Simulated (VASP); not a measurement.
# B (Im-3m) in VASP: notebook

B is run at these levels: PBE; tasks: single point.

All numbers are computed with VASP 6.6.1; they aren't measurements. Logs are shortened: lines on timing, memory, paths and dates and some standing lists are left out, and cuts for length are marked.

**1. The cell of the first run**

Symmetry: Im-3m, No. 229, cubic system. The conventional cell has a = 1.925 Å, b = 1.925 Å, c = 1.925 Å, α = 90.00°, β = 90.00°, γ = 90.00°. Within 2.2 Å of B (site symmetry m-3m) lie 14 B at 1.67 to 1.93 Å.

**2. Single point, PBE (volume scaled by 0.58)**

INCAR

```
ALGO = Normal
EDIFF = 1E-6
ENCUT = 520
GGA = PE
ISIF = 2
ISMEAR = -1
LASPH = T
LCHARG = F
LREAL = F
LWAVE = F
NBANDS = 8
NELM = 100
PREC = Accurate
SIGMA = 0.1
```

KPOINTS

```
k-points
0
Gamma
  22 22 22
```

POSCAR

```
B
1.0
   -0.9625452354      0.9625452354      0.9625452354
    0.9625452354     -0.9625452354      0.9625452354
    0.9625452354      0.9625452354     -0.9625452354
B
1
Direct
    0.0000000000      0.0000000000      0.0000000000
```

Potentials or basis: VASP PAW PBE potentials, release 64 (B).

Command:

```bash
$ cat potpaw_PBE.64/B/POTCAR > POTCAR
$ mpirun -np 1 vasp_std > vasp.out
```

OUTCAR:

```text
EDIFF = 1E-6
   ENCUT = 520
   GGA = PE
   ISIF = 2
   ISMEAR = -1
   LASPH = T
   LREAL = F
   NELM = 100
   PREC = Accurate

 ion  position               nearest neighbor table
   1  0.000  0.000  0.000-

  LATTYP: Found a body centered cubic cell.
 ALAT       =     1.9250904708

  Lattice vectors:

 A1 = (  -0.9625452354,   0.9625452354,   0.9625452354)
 A2 = (   0.9625452354,  -0.9625452354,   0.9625452354)
 A3 = (   0.9625452354,   0.9625452354,  -0.9625452354)

Analysis of symmetry for initial positions (statically):
=====================================================================
 Subroutine PRICEL returns:
 Original cell was already a primitive cell.

 Routine SETGRP: Setting up the symmetry group for a
 body centered cubic supercell.

 Subroutine GETGRP returns: Found 48 space group operations
 (whereof 48 operations were pure point group operations)
 out of a pool of 48 trial point group operations.

The static configuration has the point symmetry O_h .

Analysis of symmetry for dynamics (positions and initial velocities):
=====================================================================
 Subroutine PRICEL returns:
 Original cell was already a primitive cell.

 Routine SETGRP: Setting up the symmetry group for a
 body centered cubic supercell.

 Subroutine GETGRP returns: Found 48 space group operations
 (whereof 48 operations were pure point group operations)
 out of a pool of 48 trial point group operations.

The dynamic configuration has the point symmetry O_h .

 Subroutine INISYM returns: Found 48 space group operations
 (whereof 48 operations are pure point group operations),
 and found     1 'primitive' translations

----------------------------------------------------------------------------------------

                                     Primitive cell

  volume of cell :       3.5672

  direct lattice vectors                    reciprocal lattice vectors
    -0.962545235  0.962545235  0.962545235     0.000000000  0.519456106  0.519456106
     0.962545235 -0.962545235  0.962545235     0.519456106  0.000000000  0.519456106
     0.962545235  0.962545235 -0.962545235     0.519456106  0.519456106  0.000000000

  length of vectors
     1.667177252  1.667177252  1.667177252     0.734621870  0.734621870  0.734621870

  position of ions in fractional coordinates (direct lattice)
[... 71 lines left out ...]
   ISPIN  =      1    spin polarized calculation?
   LNONCOLLINEAR =      F non collinear calculations
   LSORBIT =      F    spin-orbit coupling
   LASPH  =      T    aspherical Exc in radial PAW
   ENCUT  =  520.0 eV  38.22 Ry    6.18 a.u.   3.10  3.10  3.10*2*pi/ulx,y,z
   NELM   =    100;   NELMIN=  2; NELMDL= -5     # of ELM steps
   EDIFF  = 0.1E-05   stopping-criterion for ELM
   LREAL  =      F    real-space projection
   EDIFFG = 0.1E-04   stopping-criterion for IOM
   NSW    =      0    number of steps for IOM
   IBRION =     -1    ionic relax: 0-MD 1-quasi-New 2-CG
   NFREE  =      0    steps in history (QN), initial steepest desc. (CG)
   ISIF   =      2    stress and relaxation
   ISYM   =      2    0-nonsym 1-usesym 2-fastsym
   POTIM  = 0.5000    time-step for ionic-motion
   TEBEG  =    0.0;   TEEND  =   0.0 temperature during run
   PSTRESS=    0.0 pullay stress
   NELECT =       3.0000    total number of electrons
   NUPDOWN=      -1.0000    fix difference up-down
   EMIN   =  10.00;   EMAX   =-10.00  energy-range for DOS
   EFERMI =   0.00;   METHOD = LEGACY
   ISMEAR =    -1;   SIGMA  =   0.10  broadening in eV -4-tet -1-fermi 0-gaus
   EFERMI_NEDOS =   21; number of points for ismear=-14 and -15
   IALGO  =     38    algorithm
   IMIX   =      4    mixing-type and parameters
     AMIX     =   0.40;   BMIX     =  1.00
     AMIX_MAG =   1.60;   BMIX_MAG =  1.00
  volume/ion in A,a.u.               =       3.57        24.07
  Fermi-wavevector in a.u.,A,eV,Ry     =   1.545281  2.920157 32.489258  2.387893
  Thomas-Fermi vector in A             =   2.650682
   LORBIT       =      0    0 simple, 1 ext, 2 COOP (PROOUT), +10 PAW based schemes
   GGA     = PE    functional components
   LHFCALC =     F    Hartree Fock is set to
   AEXX    =    0.0000 exact exchange contribution
   IVDW    =     0    specifies the selected vdW correction
   LEPSILON=     F    determine dielectric tensor
   LRPA    =     F    only Hartree local field effects (RPA)
 non-spin polarized calculation
  energy-cutoff  :      520.00
  volume of cell :        3.57
 maximum number of plane-waves:       104
   NGX =  7   NGY =  7   NGZ =  7

 number of electron       3.0000000 magnetization

 Free energy of the ion-electron system (eV)
  ---------------------------------------------------
  ext. energy  EPLUGINS =         0.00000000
  ---------------------------------------------------
  free energy    TOTEN  =        -3.16875718 eV

  energy without entropy =       -3.16278203  energy(sigma->0) =       -3.16576960

 E-fermi :  17.8473     XC(G=0): -15.2889

 val. band max:       17.7755620008   @ k =  -0.3636   0.4545   0.2273
 cond. band min:      17.8796724530   @ k =   0.5000   0.5000   0.4545
 fundamental gap:      0.1041104522
 Fermi energy:        17.8473156054

 k-point     1 :       0.0000    0.0000    0.0000
  band No.  band energies     occupation
      1      -8.1372      2.00000
      2      42.9110      0.00000
      3      42.9110      0.00000
      4      42.9110      0.00000
      5      64.5124      0.00000
      6      64.5124      0.00000
      7      64.5124      0.00000
      8      69.2265      0.00000
[... 243 lines left out ...]
 k-point    24 :       0.1364    0.0909    0.0000
  band No.  band energies     occupation
      1      -5.8880      2.00000
      2      34.7119      0.00000
      3      36.2829      0.00000
      4      39.8003      0.00000
      5      55.2064      0.00000
      6      56.1276      0.00000
      7      65.0148      0.00000
      8      71.9916      0.00000

 [... further k-points ...]
[... 5 lines left out ...]
  --------------------------------------------------------------------------------------
  -------------------------------------------------------------------------------------
  Total        7.6760446      7.6760446      7.6760446     -0.0000000      0.0000000     -0.0000000
  in kB     3447.6616212   3447.6616212   3447.6616212     -0.0000000      0.0000000     -0.0000000
  external PRESSURE =    3447.6616212 kB  Pullay stress =       0.0000000 kB

 VOLUME and BASIS-vectors are now :
 -----------------------------------------------------------------------------
  energy-cutoff  :      520.00
  volume of cell :        3.57
      direct lattice vectors                 reciprocal lattice vectors
    -0.962545235  0.962545235  0.962545235     0.000000000  0.519456106  0.519456106
     0.962545235 -0.962545235  0.962545235     0.519456106  0.000000000  0.519456106
     0.962545235  0.962545235 -0.962545235     0.519456106  0.519456106  0.000000000

 POSITION                                       TOTAL-FORCE (eV/Angst)
 -----------------------------------------------------------------------------------
      0.00000      0.00000      0.00000        -0.000000      0.000000      0.000000
 -----------------------------------------------------------------------------------
    total drift:                               -0.000000     -0.000000     -0.000000

  FREE ENERGIE OF THE ION-ELECTRON SYSTEM (eV)
  ---------------------------------------------------
  free  energy   TOTEN  =        -3.1687571784 eV

  energy  without entropy=       -3.1627820308  energy(sigma->0) =       -3.16576960
```

stdout:

```text
POSCAR found type information on POSCAR B
 POSCAR found :  1 types and       1 ions
 scaLAPACK will be used
 LDA part: xc-table for (Slater+PW92), standard interpolation
 POSCAR, INCAR and KPOINTS ok, starting setup
 FFT: planning ... GRIDC
 FFT: planning ... GRID_SOFT
 FFT: planning ... GRID
 WAVECAR not read
 entering main loop
```

Wall time 13 s (1 thread of AMD EPYC 7R13, shared host); peak memory 0.08 GiB.

Results:

```
Free energy : -3.1688 eV
Pressure    : 344.8 GPa
```

Levels at points of the mesh, in eV from the Fermi level:
```
           k point  band 1  band 2  band 3  band 4
(0.00, 0.00, 0.00)  -25.98   25.06   25.06   25.06
(0.50, 0.00, 0.00)  -14.66   -4.76   13.69   19.30
(0.50, 0.50, 0.50)    0.31    0.31    0.31   11.55
```

**3. Single point, PBE (volume scaled by 0.68)**

INCAR

```
  ALGO = Normal
  EDIFF = 1E-6
  ENCUT = 520
  GGA = PE
  ISIF = 2
  ISMEAR = -1
  LASPH = T
  LCHARG = F
  LREAL = F
  LWAVE = F
  NBANDS = 8
  NELM = 80
  PREC = Accurate
  SIGMA = 0.1
```

KPOINTS is that of step 2.

POSCAR

```
B
1.0
   -1.0149581182      1.0149581182      1.0149581182
    1.0149581182     -1.0149581182      1.0149581182
    1.0149581182      1.0149581182     -1.0149581182
B
1
Direct
    0.0000000000      0.0000000000      0.0000000000
```

Potentials or basis: VASP PAW PBE potentials, release 64 (B).

Command:

```bash
$ cat potpaw_PBE.64/B/POTCAR > POTCAR
$ mpirun -np 1 vasp_std > vasp.out
```

Wall time 18 s (1 thread of AMD EPYC 7R13, shared host); peak memory 0.08 GiB.

Results (log left out):

| Property | Result |
| --- | --- |
| Free energy | -4.1562 eV |
| Pressure | 184.4 GPa |

Levels at points of the mesh, in eV from the Fermi level:
| k point | band 1 | band 2 | band 3 | band 4 |
| --- | --- | --- | --- | --- |
| (0.00, 0.00, 0.00) | -23.64 | 21.87 | 21.87 | 21.87 |
| (0.50, 0.00, 0.00) | -12.82 | -4.73 | 12.03 | 17.12 |
| (0.50, 0.50, 0.50) | 0.35 | 0.35 | 0.35 | 11.13 |

**4. Single point, PBE (volume scaled by 0.78)**

INCAR

```
SYSTEM = B
ALGO     = Normal         ! electronic algorithm
EDIFF    = 1E-6           ! SCF threshold, eV
ENCUT    = 520            ! plane-wave cutoff, eV
GGA      = PE             ! functional
ISIF     = 2              ! what is computed and relaxed
ISMEAR   = -1             ! smearing method
LASPH    = .TRUE.         ! aspherical terms in the spheres
LCHARG   = .TRUE.         ! write CHGCAR
LELF     = .TRUE.         ! ELF
LREAL    = .FALSE.        ! projectors in reciprocal space
LVHAR    = .TRUE.       
LWAVE    = .FALSE.        ! write WAVECAR
NBANDS   = 8              ! bands
NELM     = 100            ! most SCF steps
PREC     = Accurate       ! precision mode
SIGMA    = 0.1            ! smearing width, eV
```

KPOINTS

```
k-points
0
G
  22 22 22
  0 0 0
```

POSCAR

```
B
1.0
   -1.0624537123      1.0624537123      1.0624537123
    1.0624537123     -1.0624537123      1.0624537123
    1.0624537123      1.0624537123     -1.0624537123
B
1
Direct
    0.0000000000      0.0000000000      0.0000000000
```

Command:

```bash
$ cat potpaw_PBE.64/B/POTCAR > POTCAR
$ mpirun -np 1 vasp_std > vasp.out
```

Wall time 20 s (1 thread of AMD EPYC 7R13, shared host); peak memory 0.08 GiB.

It converged, with:

| Quantity | Value |
| --- | --- |
| Free energy | -4.6735 eV |
| Pressure | 92.7 GPa |

Levels at points of the mesh, in eV from the Fermi level:
```
           k point  band 1  band 2  band 3  band 4
(0.00, 0.00, 0.00)  -21.76   19.39   19.39   19.39
(0.50, 0.00, 0.00)  -11.40   -4.71   10.73   15.38
(0.50, 0.50, 0.50)    0.36    0.36    0.36   10.78
```

**5. Summary**

| cell | gap on the mesh (eV) | pressure (GPa) |
| --- | --- | --- |
| a = 1.667 Å, angles 109.5°, 1 atom | none | 344.8 |
| a = 1.758 Å, angles 109.5°, 1 atom | none | 184.4 |
| a = 1.840 Å, angles 109.5°, 1 atom | none | 92.7 |

Alike in all rows: task single point; level PBE; potentials or basis VASP PAW PBE potentials, release 64 (B); no spin polarisation; k mesh 22 × 22 × 22; cutoff (eV) 520; smearing fermi-dirac 0.1 eV.

Total energies depend on the potentials used, so only differences within one code and one set of settings carry meaning.
